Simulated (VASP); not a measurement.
# GaAs (I-4m2) in VASP: further runs

The runs below take GaAs through relaxation of the atoms, with r2SCAN.

Everything below comes from runs of VASP 6.6.1. Logs are shortened: lines on timing, memory, paths and dates and some standing lists are left out, and cuts for length are marked.

## (1) The cell of the first run

Symmetry: I-4m2, No. 119, tetragonal system. The conventional cell has a = 3.967 Å, b = 3.967 Å, c = 5.700 Å, α = 90.00°, β = 90.00°, γ = 90.00°. Within 3.2 Å of Ga (site symmetry -4m2) lie 4 As at 2.44 Å. As (site symmetry -4m2) has 4 Ga at 2.44 Å within 3.2 Å.

## (2) Relaxation of the atoms, r2SCAN (strained cell)

File POSCAR:

```
GaAs
1.0
    0.0000000000      2.8048710395      2.8502022886
    2.8048710395      0.0000000000      2.8502022886
    2.8048710395      2.8048710395      0.0000000000
Ga As
1 1
Direct
    0.0000000000      0.0000000000      0.0000000000
    0.2500000000      0.2500000000      0.2500000000
```

File INCAR.step1:

```
ALGO = Normal ; EDIFF = 1E-5
EDIFFG = -0.01 ; ENCUT = 500
GGA = PE ; GGA_COMPAT = False
IBRION = 2 ; ISMEAR = 0
LASPH = True ; LCHARG = False
LREAL = False ; LWAVE = True
NELM = 120 ; NELMIN = 4
NSW = 100 ; PREC = Accurate
SIGMA = 0.02
```

File INCAR.step2:

```
ALGO = Normal ; EDIFF = 1E-7
EDIFFG = -0.002 ; ENCUT = 500
GGA_COMPAT = False ; IBRION = 2
ISIF = 2 ; ISMEAR = 0
ISTART = 1 ; LASPH = True
LCHARG = False ; LMIXTAU = True
LREAL = False ; LWAVE = False
METAGGA = R2SCAN ; NELM = 120
NELMIN = 4 ; NSW = 60
PREC = Accurate ; SIGMA = 0.02
```

File KPOINTS:

```
k-points
0
Gamma
  8 8 8
```

Potentials or basis: VASP PAW PBE potentials, release 64 (Ga_d, As).

Started as:

```console
$ cat potpaw_PBE.64/Ga_d/POTCAR potpaw_PBE.64/As/POTCAR > POTCAR
$ cp INCAR.step1 INCAR
$ mpirun -np 1 vasp_std > vasp.out
$ cp INCAR.step2 INCAR
$ mpirun -np 1 vasp_std > vasp.out
```

OUTCAR:

```text
EDIFF = 1E-7
   EDIFFG = -0.002
   ENCUT = 500
   IBRION = 2
   ISIF = 2
   ISMEAR = 0
   ISTART = 1
   LASPH = True
   LREAL = False
   METAGGA = R2SCAN
   NELM = 120
   NELMIN = 4
   NSW = 60
   PREC = Accurate

 ion  position               nearest neighbor table
   1  0.000  0.000  0.000-   2 2.44   2 2.44   2 2.44   2 2.44
   2  0.250  0.250  0.250-   1 2.44   1 2.44   1 2.44   1 2.44

  LATTYP: Found a body centered tetragonal cell.
 ALAT       =     3.9666866648
 C/A-ratio  =     1.4370695391

  Lattice vectors:

 A1 = (  -2.8048710395,   0.0000000000,   2.8502022886)
 A2 = (   2.8048710395,   0.0000000000,   2.8502022886)
 A3 = (   0.0000000000,   2.8048710395,  -2.8502022886)

Analysis of symmetry for initial positions (statically):
=====================================================================
 Subroutine PRICEL returns:
 Original cell was already a primitive cell.

 Routine SETGRP: Setting up the symmetry group for a
 body centered tetragonal supercell.

 Subroutine GETGRP returns: Found  8 space group operations
 (whereof  8 operations were pure point group operations)
 out of a pool of 16 trial point group operations.

The static configuration has the point symmetry D_2d.

Analysis of symmetry for dynamics (positions and initial velocities):
=====================================================================
 Subroutine PRICEL returns:
 Original cell was already a primitive cell.

 Routine SETGRP: Setting up the symmetry group for a
 body centered tetragonal supercell.

 Subroutine GETGRP returns: Found  8 space group operations
 (whereof  8 operations were pure point group operations)
 out of a pool of 16 trial point group operations.

The dynamic configuration has the point symmetry D_2d.

 Subroutine INISYM returns: Found  8 space group operations
 (whereof  8 operations are pure point group operations),
 and found     1 'primitive' translations

----------------------------------------------------------------------------------------

                                     Primitive cell

  volume of cell :      44.8468

  direct lattice vectors                    reciprocal lattice vectors
     0.000000000  2.804871040  2.850202289    -0.178261315  0.178261315  0.175426145
     2.804871040  0.000000000  2.850202289     0.178261315 -0.178261315  0.175426145
     2.804871040  2.804871040  0.000000000     0.178261315  0.178261315 -0.175426145
[... 94 lines left out ...]
   PSTRESS=    0.0 pullay stress
   NELECT =      18.0000    total number of electrons
   NUPDOWN=      -1.0000    fix difference up-down
   EMIN   =  10.00;   EMAX   =-10.00  energy-range for DOS
   EFERMI =   0.00;   METHOD = LEGACY
   ISMEAR =     0;   SIGMA  =   0.02  broadening in eV -4-tet -1-fermi 0-gaus
   EFERMI_NEDOS =   21; number of points for ismear=-14 and -15
   IALGO  =     38    algorithm
   IMIX   =      4    mixing-type and parameters
     AMIX     =   0.40;   BMIX     =  1.00
     AMIX_MAG =   1.60;   BMIX_MAG =  1.00
  volume/ion in A,a.u.               =      22.42       151.32
  Fermi-wavevector in a.u.,A,eV,Ry     =   1.207596  2.282026 19.841230  1.458289
  Thomas-Fermi vector in A             =   2.343229
   LORBIT       =      0    0 simple, 1 ext, 2 COOP (PROOUT), +10 PAW based schemes
   METAGGA = R2SCAN    functional components
   LHFCALC =     F    Hartree Fock is set to
   AEXX    =    0.0000 exact exchange contribution
   IVDW    =     0    specifies the selected vdW correction
   LEPSILON=     F    determine dielectric tensor
   LRPA    =     F    only Hartree local field effects (RPA)
 conjugate gradient relaxation of ions
 non-spin polarized calculation
 Gauss-broadening in eV      SIGMA  =   0.02
  energy-cutoff  :      500.00
  volume of cell :       44.85
 maximum number of plane-waves:      1160
 NGX is ok and might be reduce to    30
   NGX = 15   NGY = 15   NGZ = 15

 number of electron      18.0000001 magnetization

 Free energy of the ion-electron system (eV)
  ---------------------------------------------------
  ext. energy  EPLUGINS =         0.00000000
  ---------------------------------------------------
  free energy    TOTEN  =       -27.04883500 eV

  energy without entropy =      -27.04883500  energy(sigma->0) =      -27.04883500

 E-fermi :   3.8700     XC(G=0): -10.2911

 val. band max:        3.7826679329   @ k =   0.0000   0.0000   0.0000
 cond. band min:       4.8034432583   @ k =   0.0000   0.0000   0.0000
 fundamental gap:      1.0207753254
 Fermi energy:         3.8699959023

 k-point     1 :       0.0000    0.0000    0.0000
  band No.  band energies     occupation
      1     -11.5020      2.00000
      2     -11.4979      2.00000
      3     -11.4979      2.00000
      4     -11.4092      2.00000
      5     -11.4066      2.00000
      6      -9.5154      2.00000
      7       3.6832      2.00000
      8       3.7827      2.00000
      9       3.7827      2.00000
     10       4.8034      0.00000
     11       7.7773      0.00000
     12       7.7773      0.00000
     13       7.8253      0.00000
[... 354 lines left out ...]
  band No.  band energies     occupation
      1     -11.5781      2.00000
      2     -11.4784      2.00000
      3     -11.4752      2.00000
      4     -11.4141      2.00000
      5     -11.4012      2.00000
      6      -8.1412      2.00000
      7      -1.7744      2.00000
      8       1.9663      2.00000
      9       2.2223      2.00000
     10       6.3432      0.00000
     11       8.2980      0.00000
     12       9.7058      0.00000
     13      10.4152      0.00000

 [... further k-points ...]

------------------------ aborting loop because EDIFF is reached ----------------------------------------

  FORCE on cell =-STRESS in cart. coord.  units (eV):
  Direction    XX          YY          ZZ          XY          YZ          ZX
  --------------------------------------------------------------------------------------
  -------------------------------------------------------------------------------------
  Total        0.4334948      0.4334948      0.1215232      0.0000000      0.0000000     -0.0000000
  in kB       15.4868455     15.4868455      4.3414853      0.0000000      0.0000000     -0.0000000
  external PRESSURE =      11.7717254 kB  Pullay stress =       0.0000000 kB

 VOLUME and BASIS-vectors are now :
 -----------------------------------------------------------------------------
  energy-cutoff  :      500.00
  volume of cell :       44.85
      direct lattice vectors                 reciprocal lattice vectors
     0.000000000  2.804871040  2.850202289    -0.178261315  0.178261315  0.175426145
     2.804871040  0.000000000  2.850202289     0.178261315 -0.178261315  0.175426145
     2.804871040  2.804871040  0.000000000     0.178261315  0.178261315 -0.175426145

 POSITION                                       TOTAL-FORCE (eV/Angst)
 -----------------------------------------------------------------------------------
      0.00000      0.00000      0.00000         0.000000     -0.000000      0.000000
      1.40244      1.40244      1.42510        -0.000000      0.000000      0.000000
 -----------------------------------------------------------------------------------
    total drift:                               -0.000003     -0.000003     -0.000001

  FREE ENERGIE OF THE ION-ELECTRON SYSTEM (eV)
  ---------------------------------------------------
  free  energy   TOTEN  =       -27.0488350000 eV

  energy  without entropy=      -27.0488350000  energy(sigma->0) =      -27.04883500

 reached required accuracy - stopping structural energy minimisation
```

Wall time 2.5 min (1 thread of Intel Xeon 8259CL, shared host); peak memory 0.19 GiB.

Results:

| Item | Value |
| --- | --- |
| Free energy | -27.0488 eV |
| Pressure after relaxing | 1.2 GPa |
| Band gap on the k mesh | 1.02 eV |

Stress tensor (GPa, compression positive):
```
1.55 0.00 0.00
0.00 1.55 0.00
0.00 0.00 0.43
```

Final structure:
```yaml
crystal:
  lattice:
    - [0.00000, 2.80487, 2.85020]
    - [2.80487, 0.00000, 2.85020]
    - [2.80487, 2.80487, 0.00000]
  atoms:
    - { symbol: Ga, position: [0.00000, 0.00000, 0.00000] }
    - { symbol: As, position: [0.25000, 0.25000, 0.25000] }
```

Caveat: the cell differs from its parent crystal (strained cell); the PAW data sets were made with another functional, which shifts forces and pressure a little. A k mesh can miss the band edges.

## (3) Relaxation of the atoms, r2SCAN (strained cell)

File POSCAR:

```
GaAs
1.0
    0.0000000000      2.8048710395      2.8560398099
    2.8048710395      0.0000000000      2.8560398099
    2.8048710395      2.8048710395      0.0000000000
Ga As
1 1
Direct
    0.0000000000      0.0000000000      0.0000000000
    0.2500000000      0.2500000000      0.2500000000
```

File INCAR.step1:

```
  PREC = Accurate
  ENCUT = 500
  ISMEAR = 0
  SIGMA = 0.02
  LREAL = F
  LASPH = T
  NELM = 120
  GGA = PE
  ALGO = Normal
  EDIFF = 1E-5
  LWAVE = T
  LCHARG = F
  GGA_COMPAT = F
  IBRION = 2
  EDIFFG = -0.01
  NELMIN = 4
  NSW = 100
```

File INCAR.step2:

```
  PREC = Accurate
  ENCUT = 500
  EDIFF = 1E-7
  ISMEAR = 0
  SIGMA = 0.02
  LREAL = F
  LASPH = T
  NELM = 120
  ALGO = Normal
  ISIF = 2
  LWAVE = F
  LCHARG = F
  METAGGA = R2SCAN
  LMIXTAU = T
  IBRION = 2
  NSW = 60
  EDIFFG = -0.002
  ISTART = 1
  GGA_COMPAT = F
  NELMIN = 4
```

File KPOINTS:

```
Automatic mesh
0
Gamma
  8 8 8
```

Potentials or basis: VASP PAW PBE potentials, release 64 (Ga_d, As).

Started as:

```console
$ cat potpaw_PBE.64/Ga_d/POTCAR potpaw_PBE.64/As/POTCAR > POTCAR
$ cp INCAR.step1 INCAR
$ mpirun -np 1 vasp_std > vasp.out
$ cp INCAR.step2 INCAR
$ mpirun -np 1 vasp_std > vasp.out
```

OUTCAR:

```text
PREC = Accurate
   ENCUT = 500
   EDIFF = 1E-7
   ISMEAR = 0
   LREAL = F
   LASPH = T
   NELM = 120
   ISIF = 2
   METAGGA = R2SCAN
   IBRION = 2
   NSW = 60
   EDIFFG = -0.002
   ISTART = 1
   NELMIN = 4

 ion  position               nearest neighbor table
   1  0.000  0.000  0.000-   2 2.44   2 2.44   2 2.44   2 2.44
   2  0.250  0.250  0.250-   1 2.44   1 2.44   1 2.44   1 2.44

  LATTYP: Found a body centered tetragonal cell.
 ALAT       =     3.9666866648
 C/A-ratio  =     1.4400128123

  Lattice vectors:

 A1 = (  -2.8048710395,   0.0000000000,   2.8560398099)
 A2 = (   2.8048710395,   0.0000000000,   2.8560398099)
 A3 = (   0.0000000000,   2.8048710395,  -2.8560398099)

Analysis of symmetry for initial positions (statically):
=====================================================================
 Subroutine PRICEL returns:
 Original cell was already a primitive cell.

 Routine SETGRP: Setting up the symmetry group for a
 body centered tetragonal supercell.

 Subroutine GETGRP returns: Found  8 space group operations
 (whereof  8 operations were pure point group operations)
 out of a pool of 16 trial point group operations.

The static configuration has the point symmetry D_2d.

Analysis of symmetry for dynamics (positions and initial velocities):
=====================================================================
 Subroutine PRICEL returns:
 Original cell was already a primitive cell.

 Routine SETGRP: Setting up the symmetry group for a
 body centered tetragonal supercell.

 Subroutine GETGRP returns: Found  8 space group operations
 (whereof  8 operations were pure point group operations)
 out of a pool of 16 trial point group operations.

The dynamic configuration has the point symmetry D_2d.

 Subroutine INISYM returns: Found  8 space group operations
 (whereof  8 operations are pure point group operations),
 and found     1 'primitive' translations

----------------------------------------------------------------------------------------

                                     Primitive cell

  volume of cell :      44.9387

  direct lattice vectors                    reciprocal lattice vectors
     0.000000000  2.804871040  2.856039810    -0.178261315  0.178261315  0.175067588
     2.804871040  0.000000000  2.856039810     0.178261315 -0.178261315  0.175067588
     2.804871040  2.804871040  0.000000000     0.178261315  0.178261315 -0.175067588

  length of vectors
     4.003031969  4.003031969  3.966686665     0.306924833  0.306924833  0.306924833

  position of ions in fractional coordinates (direct lattice)
     0.000000000  0.000000000  0.000000000
     0.250000000  0.250000000  0.250000000

  ion indices of the primitive-cell ions
   primitive index   ion index
                 1           1
                 2           2

----------------------------------------------------------------------------------------

 KPOINTS: Automatic mesh

Automatic generation of k-mesh.
 Grid dimensions read from file:
 generate k-points for:    8    8    8

[... 43 lines left out ...]
  0.375000  0.000000  0.125000     16.000000
 [... further k-points ...]
   k-points           NKPTS =     59   k-points in BZ     NKDIM =     59   number of bands    NBANDS=     13
   number of dos      NEDOS =    301   number of ions     NIONS =      2
   total plane-waves  NPLWV =  27000
   dimension x,y,z NGX =    30 NGY =   30 NGZ =   30
   dimension x,y,z NGXF=    60 NGYF=   60 NGZF=   60
   ions per type =               1   1
   NGX,Y,Z   is equivalent  to a cutoff of  12.46, 12.46, 12.57 a.u.
   NGXF,Y,Z  is equivalent  to a cutoff of  24.92, 24.92, 25.15 a.u.
 SYSTEM =  unknown system
   PREC   = accura    normal or accurate (medium, high low for compatibility)
   ISTART =      1    job   : 0-new  1-cont  2-samecut
   ICHARG =      0    charge: 1-file 2-atom 10-const
   ISPIN  =      1    spin polarized calculation?
   LNONCOLLINEAR =      F non collinear calculations
   LSORBIT =      F    spin-orbit coupling
   LASPH  =      T    aspherical Exc in radial PAW
   ENCUT  =  500.0 eV  36.75 Ry    6.06 a.u.   7.30  7.30  7.23*2*pi/ulx,y,z
   NELM   =    120;   NELMIN=  4; NELMDL=  0     # of ELM steps
   EDIFF  = 0.1E-06   stopping-criterion for ELM
   LREAL  =      F    real-space projection
   EDIFFG = -.2E-02   stopping-criterion for IOM
   NSW    =     60    number of steps for IOM
   IBRION =      2    ionic relax: 0-MD 1-quasi-New 2-CG
   NFREE  =      1    steps in history (QN), initial steepest desc. (CG)
   ISIF   =      2    stress and relaxation
   ISYM   =      2    0-nonsym 1-usesym 2-fastsym
   POTIM  = 0.5000    time-step for ionic-motion
   TEBEG  =    0.0;   TEEND  =   0.0 temperature during run
   PSTRESS=    0.0 pullay stress
   NELECT =      18.0000    total number of electrons
   NUPDOWN=      -1.0000    fix difference up-down
   EMIN   =  10.00;   EMAX   =-10.00  energy-range for DOS
   EFERMI =   0.00;   METHOD = LEGACY
   ISMEAR =     0;   SIGMA  =   0.02  broadening in eV -4-tet -1-fermi 0-gaus
   EFERMI_NEDOS =   21; number of points for ismear=-14 and -15
   IALGO  =     38    algorithm
   IMIX   =      4    mixing-type and parameters
     AMIX     =   0.40;   BMIX     =  1.00
     AMIX_MAG =   1.60;   BMIX_MAG =  1.00
  volume/ion in A,a.u.               =      22.47       151.63
  Fermi-wavevector in a.u.,A,eV,Ry     =   1.206773  2.280471 19.814185  1.456302
  Thomas-Fermi vector in A             =   2.342431
   LORBIT       =      0    0 simple, 1 ext, 2 COOP (PROOUT), +10 PAW based schemes
   METAGGA = R2SCAN    functional components
   LHFCALC =     F    Hartree Fock is set to
   AEXX    =    0.0000 exact exchange contribution
   IVDW    =     0    specifies the selected vdW correction
   LEPSILON=     F    determine dielectric tensor
   LRPA    =     F    only Hartree local field effects (RPA)
 conjugate gradient relaxation of ions
 non-spin polarized calculation
 Gauss-broadening in eV      SIGMA  =   0.02
  energy-cutoff  :      500.00
  volume of cell :       44.94
 maximum number of plane-waves:      1163
 NGX is ok and might be reduce to    30
   NGX = 15   NGY = 15   NGZ = 15

 number of electron      18.0000000 magnetization

 Free energy of the ion-electron system (eV)
  ---------------------------------------------------
  ext. energy  EPLUGINS =         0.00000000
  ---------------------------------------------------
  free energy    TOTEN  =       -27.04899849 eV

  energy without entropy =      -27.04899849  energy(sigma->0) =      -27.04899849

 E-fermi :   3.9337     XC(G=0): -10.2813

 val. band max:        3.7674699595   @ k =   0.0000   0.0000   0.0000
 cond. band min:       4.7668249946   @ k =   0.0000   0.0000   0.0000
 fundamental gap:      0.9993550350
 Fermi energy:         3.9337016779

 k-point     1 :       0.0000    0.0000    0.0000
  band No.  band energies     occupation
      1     -11.5182      2.00000
      2     -11.5137      2.00000
      3     -11.5137      2.00000
      4     -11.4259      2.00000
      5     -11.4229      2.00000
      6      -9.5194      2.00000
      7       3.6551      2.00000
      8       3.7675      2.00000
      9       3.7675      2.00000
     10       4.7668      0.00000
     11       7.7558      0.00000
     12       7.7558      0.00000
     13       7.8099      0.00000
[... 354 lines left out ...]
  band No.  band energies     occupation
      1     -11.5933      2.00000
      2     -11.4945      2.00000
      3     -11.4913      2.00000
      4     -11.4307      2.00000
      5     -11.4175      2.00000
      6      -8.1489      2.00000
      7      -1.7866      2.00000
      8       1.9518      2.00000
      9       2.2053      2.00000
     10       6.3141      0.00000
     11       8.2771      0.00000
     12       9.6800      0.00000
     13      10.3898      0.00000

 [... further k-points ...]

------------------------ aborting loop because EDIFF is reached ----------------------------------------

  FORCE on cell =-STRESS in cart. coord.  units (eV):
  Direction    XX          YY          ZZ          XY          YZ          ZX
  --------------------------------------------------------------------------------------
  -------------------------------------------------------------------------------------
  Total        0.4031474      0.4031474      0.0501983      0.0000000      0.0000000      0.0000000
  in kB       14.3732306     14.3732306      1.7896979      0.0000000      0.0000000      0.0000000
  external PRESSURE =      10.1787197 kB  Pullay stress =       0.0000000 kB

 VOLUME and BASIS-vectors are now :
 -----------------------------------------------------------------------------
  energy-cutoff  :      500.00
  volume of cell :       44.94
      direct lattice vectors                 reciprocal lattice vectors
     0.000000000  2.804871040  2.856039810    -0.178261315  0.178261315  0.175067588
     2.804871040  0.000000000  2.856039810     0.178261315 -0.178261315  0.175067588
     2.804871040  2.804871040  0.000000000     0.178261315  0.178261315 -0.175067588

 POSITION                                       TOTAL-FORCE (eV/Angst)
 -----------------------------------------------------------------------------------
      0.00000      0.00000      0.00000         0.000000      0.000000      0.000000
      1.40244      1.40244      1.42802        -0.000000     -0.000000     -0.000000
 -----------------------------------------------------------------------------------
    total drift:                               -0.000002     -0.000002     -0.000001

  FREE ENERGIE OF THE ION-ELECTRON SYSTEM (eV)
  ---------------------------------------------------
  free  energy   TOTEN  =       -27.0489984905 eV

  energy  without entropy=      -27.0489984905  energy(sigma->0) =      -27.04899849

 reached required accuracy - stopping structural energy minimisation
```

Wall time 2.3 min (1 thread of Intel Xeon 8259CL, shared host); peak memory 0.19 GiB.

What came out:

| Property | Result |
| --- | --- |
| Free energy | -27.0490 eV |
| Pressure after relaxing | 1.0 GPa |
| Band gap on the k mesh | 1.00 eV |

Final structure:
```xyz
2
Lattice="0.0000 2.8049 2.8560 2.8049 0.0000 2.8560 2.8049 2.8049 0.0000" Properties=species:S:1:pos:R:3 pbc="T T T"
Ga    0.0000    0.0000    0.0000
As    1.4024    1.4024    1.4280
```

Caveat: the cell differs from its parent crystal (strained cell); the PAW data sets were made with another functional, which shifts forces and pressure a little. A k mesh can miss the band edges.
